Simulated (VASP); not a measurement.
Crystal: BN.

```
CELL_PARAMETERS angstrom
0.00000 1.81235 1.81235
1.81235 0.00000 1.81235
1.81235 1.81235 0.00000
ATOMIC_POSITIONS crystal
B 0.00000 0.00000 0.00000
N 0.75000 0.75000 0.75000
```

| Item | Value |
| --- | --- |
| Program | VASP 6.6.1 |
| Task | relaxation of cell and atoms |
| Functional | LDA |
| Potentials or basis | VASP PAW LDA potentials, release 64 (B, N) |
| Cutoff | 600 eV |
| k mesh | 12 × 12 × 12 |
| Occupations | methfessel-paxton, width 0.02 eV |
| Spin | no spin polarisation |

At the start: pressure -13.2 GPa; volume 5.95 Å³/atom.

Question: Where does the relaxation end?

Answer: Over 3 steps the energy falls by 8.7 meV/atom and the volume is 5.75 Å³/atom (-3.4 %); space group F-43m (No. 216, to 0.1 Å) before and after.

Step by step:
```
step  energy change (eV)  largest force (eV/Å)  pressure (GPa)  volume (Å³)
   1              0.0000                0.0000          -13.22        11.91
   2              0.0026                0.0000           15.84        11.08
   3             -0.0174                0.0000           -0.10        11.50
```

Final structure:
```yaml
crystal:
  lattice:
    - [0.00000, 1.79142, 1.79142]
    - [1.79142, 0.00000, 1.79142]
    - [1.79142, 1.79142, 0.00000]
  atoms:
    - { symbol: B, position: [0.00000, 0.00000, 0.00000] }
    - { symbol: N, position: [0.75000, 0.75000, 0.75000] }
```
